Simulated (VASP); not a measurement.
# SnSe in VASP: a series of runs

SnSe is run at these levels: LDA; tasks: single point.

Everything below comes from runs of VASP 6.6.1. Logs are shortened: lines on timing, memory, paths and dates and some standing lists are left out, and cuts for length are marked.

### Step 1. The cell of the first run

The cell holds a slab with vacuum, 4 atoms: a = 4.285 Å, b = 4.285 Å, c = 10.991 Å, α = 90.00°, β = 90.00°, γ = 90.00°.

### Step 2. Single point, LDA

Contents of INCAR:

```
ALGO     = Normal         # electronic algorithm
EDIFF    = 1E-6           # SCF threshold, eV
ENCUT    = 520            # plane-wave cutoff, eV
GGA      = CA             # functional
ISIF     = 2              # what is computed and relaxed
ISMEAR   = 0              # smearing method
LASPH    = T              # aspherical terms in the spheres
LCHARG   = T              # write CHGCAR
LELF     = T              # ELF
LREAL    = F              # projectors in reciprocal space
LVHAR    = T            
LWAVE    = F              # write WAVECAR
NBANDS   = 28             # bands
NELM     = 60             # most SCF steps
PREC     = Accurate       # precision mode
SIGMA    = 0.05           # smearing width, eV
```

Contents of KPOINTS:

```
k-points
0
Gamma
  6 6 4
```

Contents of POSCAR:

```
SnSe
1.0
    4.2853274191      0.0000000000      0.0000000000
    0.0000000000      4.2853274191      0.0000000000
    0.0000000000      0.0000000000     10.9906921300
Sn Se
2 2
Direct
    0.5000000000      0.0000000000      0.3722291100
    0.0000000000      0.5000000000      0.6277708900
    0.5000000000      0.0000000000      0.6126275120
    0.0000000000      0.5000000000      0.3805485320
```

Potentials or basis: VASP PAW LDA potentials, release 64 (Sn_d, Se).

The run is started by

```
cat potpaw_LDA.64/Sn_d/POTCAR potpaw_LDA.64/Se/POTCAR > POTCAR
mpirun -np 1 vasp_std > vasp.out
```

OUTCAR:

```text
EDIFF = 1E-6
   ENCUT = 520
   GGA = CA
   ISIF = 2
   ISMEAR = 0
   LASPH = T
   LREAL = F
   NELM = 60
   PREC = Accurate

 ion  position               nearest neighbor table
   1  0.500  0.000  0.372-   3 2.64   4 3.03   4 3.03   4 3.03   4 3.03
   2  0.000  0.500  0.628-   4 2.72   3 3.03   3 3.03   3 3.03   3 3.03
   3  0.500  0.000  0.613-   1 2.64   2 3.03   2 3.03   2 3.03   2 3.03
   4  0.000  0.500  0.381-   2 2.72   1 3.03   1 3.03   1 3.03   1 3.03

  LATTYP: Found a simple tetragonal cell.
 ALAT       =     4.2853274191
 C/A-ratio  =     2.5647263453

  Lattice vectors:

 A1 = (   4.2853274191,   0.0000000000,   0.0000000000)
 A2 = (   0.0000000000,   4.2853274191,   0.0000000000)
 A3 = (   0.0000000000,   0.0000000000,  10.9906921300)

Analysis of symmetry for initial positions (statically):
=====================================================================
 Subroutine PRICEL returns:
 Original cell was already a primitive cell.

 Routine SETGRP: Setting up the symmetry group for a
 simple tetragonal supercell.

 Subroutine GETGRP returns: Found  8 space group operations
 (whereof  4 operations were pure point group operations)
 out of a pool of 16 trial point group operations.

The static configuration has the point symmetry C_2v.
 The point group associated with its full space group is C_4v.

Analysis of symmetry for dynamics (positions and initial velocities):
=====================================================================
 Subroutine PRICEL returns:
 Original cell was already a primitive cell.

 Routine SETGRP: Setting up the symmetry group for a
 simple tetragonal supercell.

 Subroutine GETGRP returns: Found  8 space group operations
 (whereof  4 operations were pure point group operations)
 out of a pool of 16 trial point group operations.

The dynamic configuration has the point symmetry C_2v.
 The point group associated with its full space group is C_4v.

 Subroutine INISYM returns: Found  8 space group operations
 (whereof  4 operations are pure point group operations),
 and found     1 'primitive' translations

----------------------------------------------------------------------------------------

                                     Primitive cell

  volume of cell :     201.8334

  direct lattice vectors                    reciprocal lattice vectors
[... 83 lines left out ...]
   ISTART =      0    job   : 0-new  1-cont  2-samecut
   ICHARG =      2    charge: 1-file 2-atom 10-const
   ISPIN  =      1    spin polarized calculation?
   LNONCOLLINEAR =      F non collinear calculations
   LSORBIT =      F    spin-orbit coupling
   LASPH  =      T    aspherical Exc in radial PAW
   ENCUT  =  520.0 eV  38.22 Ry    6.18 a.u.   7.97  7.97 20.44*2*pi/ulx,y,z
   NELM   =     60;   NELMIN=  2; NELMDL= -5     # of ELM steps
   EDIFF  = 0.1E-05   stopping-criterion for ELM
   LREAL  =      F    real-space projection
   EDIFFG = 0.1E-04   stopping-criterion for IOM
   NSW    =      0    number of steps for IOM
   IBRION =     -1    ionic relax: 0-MD 1-quasi-New 2-CG
   NFREE  =      0    steps in history (QN), initial steepest desc. (CG)
   ISIF   =      2    stress and relaxation
   ISYM   =      2    0-nonsym 1-usesym 2-fastsym
   POTIM  = 0.5000    time-step for ionic-motion
   TEBEG  =    0.0;   TEEND  =   0.0 temperature during run
   PSTRESS=    0.0 pullay stress
   NELECT =      40.0000    total number of electrons
   NUPDOWN=      -1.0000    fix difference up-down
   EMIN   =  10.00;   EMAX   =-10.00  energy-range for DOS
   EFERMI =   0.00;   METHOD = LEGACY
   ISMEAR =     0;   SIGMA  =   0.05  broadening in eV -4-tet -1-fermi 0-gaus
   EFERMI_NEDOS =   21; number of points for ismear=-14 and -15
   IALGO  =     38    algorithm
   IMIX   =      4    mixing-type and parameters
     AMIX     =   0.40;   BMIX     =  1.00
     AMIX_MAG =   1.60;   BMIX_MAG =  1.00
  volume/ion in A,a.u.               =      50.46       340.51
  Fermi-wavevector in a.u.,A,eV,Ry     =   0.954473  1.803693 12.395171  0.911019
  Thomas-Fermi vector in A             =   2.083223
   LORBIT       =      0    0 simple, 1 ext, 2 COOP (PROOUT), +10 PAW based schemes
   GGA     = CA    functional components
   LHFCALC =     F    Hartree Fock is set to
   AEXX    =    0.0000 exact exchange contribution
   IVDW    =     0    specifies the selected vdW correction
   LEPSILON=     F    determine dielectric tensor
   LRPA    =     F    only Hartree local field effects (RPA)
 non-spin polarized calculation
 Gauss-broadening in eV      SIGMA  =   0.05
  energy-cutoff  :      520.00
  volume of cell :      201.83
 maximum number of plane-waves:      5480
 NGX is ok and might be reduce to    32
   NGX = 15   NGY = 15   NGZ = 41

 number of electron      40.0000019 magnetization

 Free energy of the ion-electron system (eV)
  ---------------------------------------------------
  ext. energy  EPLUGINS =         0.00000000
  ---------------------------------------------------
  free energy    TOTEN  =       -18.42261444 eV

  energy without entropy =      -18.42261444  energy(sigma->0) =      -18.42261444

 E-fermi :   0.6406     XC(G=0):  -6.2352

 val. band max:        0.4037188910   @ k =   0.3333   0.0000   0.5000
 cond. band min:       1.8458969612   @ k =   0.3333   0.0000   0.5000
 fundamental gap:      1.4421780702
 Fermi energy:         0.6406397330

 k-point     1 :       0.0000    0.0000    0.0000
  band No.  band energies     occupation
      1     -20.6201      2.00000
      2     -20.6139      2.00000
      3     -20.5964      2.00000
      4     -20.5723      2.00000
      5     -20.5723      2.00000
      6     -20.4932      2.00000
[... 733 lines left out ...]
     27       6.7183      0.00000
     28       6.8018      0.00000

 [... further k-points ...]
[... 5 lines left out ...]
  --------------------------------------------------------------------------------------
  -------------------------------------------------------------------------------------
  Total       -2.2085806     -2.2085806     -0.6370722      0.0000000      0.0000000      0.0000000
  in kB      -17.5319719    -17.5319719     -5.0571540      0.0000000      0.0000000      0.0000000
  external PRESSURE =     -13.3736993 kB  Pullay stress =       0.0000000 kB

 VOLUME and BASIS-vectors are now :
 -----------------------------------------------------------------------------
  energy-cutoff  :      520.00
  volume of cell :      201.83
      direct lattice vectors                 reciprocal lattice vectors
     4.285327419  0.000000000  0.000000000     0.233354398  0.000000000  0.000000000
     0.000000000  4.285327419  0.000000000     0.000000000  0.233354398  0.000000000
     0.000000000  0.000000000 10.990692130     0.000000000  0.000000000  0.090986081

 POSITION                                       TOTAL-FORCE (eV/Angst)
 -----------------------------------------------------------------------------------
      2.14266      0.00000      4.09106         0.000000      0.000000     -0.045546
      0.00000      2.14266      6.89964         0.000000      0.000000     -0.453004
      2.14266      0.00000      6.73320         0.000000      0.000000      0.242799
      0.00000      2.14266      4.18249         0.000000      0.000000      0.255751
 -----------------------------------------------------------------------------------
    total drift:                                0.000000      0.000000      0.000090

  FREE ENERGIE OF THE ION-ELECTRON SYSTEM (eV)
  ---------------------------------------------------
  free  energy   TOTEN  =       -18.4226144423 eV

  energy  without entropy=      -18.4226144423  energy(sigma->0) =      -18.42261444
```

Run time: 4.3 min. Hardware: 1 thread of AMD EPYC 7R43 (Zen 3), shared host; peak memory 0.29 GiB.

Results:

| Quantity | Value |
| --- | --- |
| Free energy | -18.4226 eV |
| Largest force | 0.453 eV/Å |
| Band gap on the k mesh | 1.44 eV, direct |

Forces on the atoms (eV/Å):
```
Sn   0.000  0.000 -0.046
Sn   0.000  0.000 -0.453
Se   0.000  0.000  0.243
Se   0.000  0.000  0.256
```

Levels at points of the mesh, in eV from the valence-band top:
```tsv
k point	band 17	band 18	band 19	band 20	band 21	band 22	band 23	band 24
(0.00, 0.00, 0.00)	-2.95	-1.61	-1.61	-0.20	1.63	3.82	3.84	4.39
(0.50, 0.00, 0.00)	-1.48	-1.36	-0.30	-0.09	1.49	1.57	2.04	2.14
(0.50, 0.50, 0.00)	-3.13	-3.13	-1.61	-1.59	3.56	3.84	4.65	4.65
(0.00, 0.00, 0.50)	-2.95	-1.61	-1.61	-0.20	1.49	3.82	4.39	4.39
(0.50, 0.00, 0.50)	-1.48	-1.36	-0.30	-0.09	1.49	1.57	2.04	2.14
(0.50, 0.50, 0.50)	-3.13	-3.13	-1.61	-1.59	3.53	3.80	4.68	4.68
```

Caveat: the cell differs from its parent crystal (all Se atoms moved +0.037 Å, as atom 3 towards its neighbour atom 1 (Sn) at 2.680 Å); spin-orbit coupling is left out, which moves the levels of the heavy elements.

### Step 3. Single point, LDA

Contents of INCAR:

```
SYSTEM = SnSe
PREC     = Accurate       ! precision mode
ENCUT    = 520            ! plane-wave cutoff, eV
EDIFF    = 1E-6           ! SCF threshold, eV
ISMEAR   = 0              ! smearing method
SIGMA    = 0.05           ! smearing width, eV
LREAL    = .FALSE.        ! projectors in reciprocal space
LASPH    = .TRUE.         ! aspherical terms in the spheres
NELM     = 100            ! most SCF steps
ALGO     = Normal         ! electronic algorithm
ISIF     = 2              ! what is computed and relaxed
LWAVE    = .FALSE.        ! write WAVECAR
LCHARG   = .TRUE.         ! write CHGCAR
LELF     = .TRUE.         ! ELF
LVHAR    = .TRUE.       
NBANDS   = 28             ! bands
```

Contents of KPOINTS:

```
Automatic mesh
0
G
  6 6 4
  0 0 0
```

POSCAR: that of step 2 with these lines changed.

```diff
@@ -10,3 +10,3 @@
     0.0000000000      0.5000000000      0.6277708900
-    0.5000000000      0.0000000000      0.6126275120
-    0.0000000000      0.5000000000      0.3805485320
+    0.5000000000      0.0000000000      0.6149021640
+    0.0000000000      0.5000000000      0.3828231840
```

Potentials or basis: VASP PAW LDA potentials, release 64 (Sn_d, Se).

The run is started by

```
cat potpaw_LDA.64/Sn_d/POTCAR potpaw_LDA.64/Se/POTCAR > POTCAR
mpirun -np 1 vasp_std > vasp.out
```

OUTCAR:

```text
SYSTEM = SnSe
   PREC = Accurate
   ENCUT = 520
   EDIFF = 1E-6
   ISMEAR = 0
   LREAL = .FALSE.
   LASPH = .TRUE.
   NELM = 100
   ISIF = 2

 ion  position               nearest neighbor table
   1  0.500  0.000  0.372-   3 2.67   4 3.03   4 3.03   4 3.03   4 3.03
   2  0.000  0.500  0.628-   4 2.69   3 3.03   3 3.03   3 3.03   3 3.03
   3  0.500  0.000  0.615-   1 2.67   2 3.03   2 3.03   2 3.03   2 3.03
   4  0.000  0.500  0.383-   2 2.69   1 3.03   1 3.03   1 3.03   1 3.03

  LATTYP: Found a simple tetragonal cell.
 ALAT       =     4.2853274191
 C/A-ratio  =     2.5647263453

  Lattice vectors:

 A1 = (   4.2853274191,   0.0000000000,   0.0000000000)
 A2 = (   0.0000000000,   4.2853274191,   0.0000000000)
 A3 = (   0.0000000000,   0.0000000000,  10.9906921300)

Analysis of symmetry for initial positions (statically):
=====================================================================
 Subroutine PRICEL returns:
 Original cell was already a primitive cell.

 Routine SETGRP: Setting up the symmetry group for a
 simple tetragonal supercell.

 Subroutine GETGRP returns: Found  8 space group operations
[... 173 lines left out ...]

 val. band max:        0.3965756685   @ k =   0.3333   0.0000   0.5000
 cond. band min:       1.8484656917   @ k =   0.3333   0.0000   0.5000
 fundamental gap:      1.4518900232
 Fermi energy:         0.6518542799

 k-point     1 :       0.0000    0.0000    0.0000
  band No.  band energies     occupation
      1     -20.5775      2.00000
      2     -20.5715      2.00000
      3     -20.5612      2.00000
      4     -20.5348      2.00000
      5     -20.5310      2.00000
      6     -20.5310      2.00000
[... 733 lines left out ...]
     27       6.7483      0.00000
     28       6.7763      0.00000

 [... further k-points ...]

------------------------ aborting loop because EDIFF is reached ----------------------------------------

  FORCE on cell =-STRESS in cart. coord.  units (eV):
  Direction    XX          YY          ZZ          XY          YZ          ZX
  --------------------------------------------------------------------------------------
  -------------------------------------------------------------------------------------
  Total       -2.2028606     -2.2028606     -0.6947206      0.0000000      0.0000000      0.0000000
  in kB      -17.4865660    -17.4865660     -5.5147739      0.0000000      0.0000000      0.0000000
  external PRESSURE =     -13.4959686 kB  Pullay stress =       0.0000000 kB

 VOLUME and BASIS-vectors are now :
 -----------------------------------------------------------------------------
  energy-cutoff  :      520.00
  volume of cell :      201.83
      direct lattice vectors                 reciprocal lattice vectors
     4.285327419  0.000000000  0.000000000     0.233354398  0.000000000  0.000000000
     0.000000000  4.285327419  0.000000000     0.000000000  0.233354398  0.000000000
     0.000000000  0.000000000 10.990692130     0.000000000  0.000000000  0.090986081

 POSITION                                       TOTAL-FORCE (eV/Angst)
 -----------------------------------------------------------------------------------
      2.14266      0.00000      4.09106         0.000000      0.000000      0.135146
      0.00000      2.14266      6.89964         0.000000      0.000000     -0.301085
      2.14266      0.00000      6.75820         0.000000      0.000000      0.062942
      0.00000      2.14266      4.20749         0.000000      0.000000      0.102997
 -----------------------------------------------------------------------------------
    total drift:                                0.000000      0.000000     -0.000242

  FREE ENERGIE OF THE ION-ELECTRON SYSTEM (eV)
  ---------------------------------------------------
  free  energy   TOTEN  =       -18.4309136865 eV

  energy  without entropy=      -18.4309136865  energy(sigma->0) =      -18.43091369
```

OSZICAR:

```text
N       E                     dE             d eps       ncg     rms          rms(c)
DAV:   1     0.342930137323E+03    0.34293E+03   -0.18688E+04  1764   0.146E+03
DAV:   2     0.289306355641E+02   -0.31400E+03   -0.30491E+03  1824   0.360E+02
DAV:   3    -0.167691587519E+02   -0.45700E+02   -0.45115E+02  2108   0.146E+02
DAV:   4    -0.189099751077E+02   -0.21408E+01   -0.21324E+01  1992   0.339E+01
DAV:   5    -0.189705828718E+02   -0.60608E-01   -0.60593E-01  2216   0.601E+00    0.465E+00
DAV:   6    -0.184785254615E+02    0.49206E+00   -0.11051E+00  2296   0.547E+00    0.286E+00
DAV:   7    -0.184451541450E+02    0.33371E-01   -0.27551E-01  2084   0.207E+00    0.117E+00
DAV:   8    -0.184319939586E+02    0.13160E-01   -0.31431E-02  2060   0.113E+00    0.234E-01
DAV:   9    -0.184287090886E+02    0.32849E-02   -0.60824E-03  1972   0.453E-01    0.113E-01
DAV:  10    -0.184281536078E+02    0.55548E-03   -0.24565E-03  1820   0.191E-01    0.467E-02
DAV:  11    -0.184293266786E+02   -0.11731E-02   -0.11508E-03  1940   0.110E-01    0.579E-02
DAV:  12    -0.184306993674E+02   -0.13727E-02   -0.47467E-04  2032   0.739E-02    0.197E-02
DAV:  13    -0.184308296306E+02   -0.13026E-03   -0.36566E-05  1764   0.291E-02    0.111E-02
DAV:  14    -0.184309080948E+02   -0.78464E-04   -0.17917E-05  1628   0.155E-02    0.327E-03
DAV:  15    -0.184309112136E+02   -0.31188E-05   -0.13120E-06  1584   0.925E-03    0.123E-03
DAV:  16    -0.184309136384E+02   -0.24248E-05   -0.88622E-07  1464   0.413E-03    0.133E-03
DAV:  17    -0.184309136865E+02   -0.48069E-07   -0.65356E-08  1364   0.202E-03
   1 F= -.18430914E+02 E0= -.18430914E+02  d E =-.117899E-13
```

Wall time 4.3 min (1 thread of AMD EPYC 7R43 (Zen 3), shared host); peak memory 0.28 GiB.

What came out:

| Property | Result |
| --- | --- |
| Free energy | -18.4309 eV |
| Largest force | 0.301 eV/Å |
| Band gap on the k mesh | 1.45 eV, direct |

Forces in eV/Å, atoms in the order of the input:
```
Sn   0.000  0.000  0.135
Sn   0.000  0.000 -0.301
Se   0.000  0.000  0.063
Se   0.000  0.000  0.103
```

Caveat: the cell differs from its parent crystal (all Se atoms moved +0.013 Å, as atom 3 towards its neighbour atom 1 (Sn) at 2.680 Å); spin-orbit coupling is left out, which moves the levels of the heavy elements.
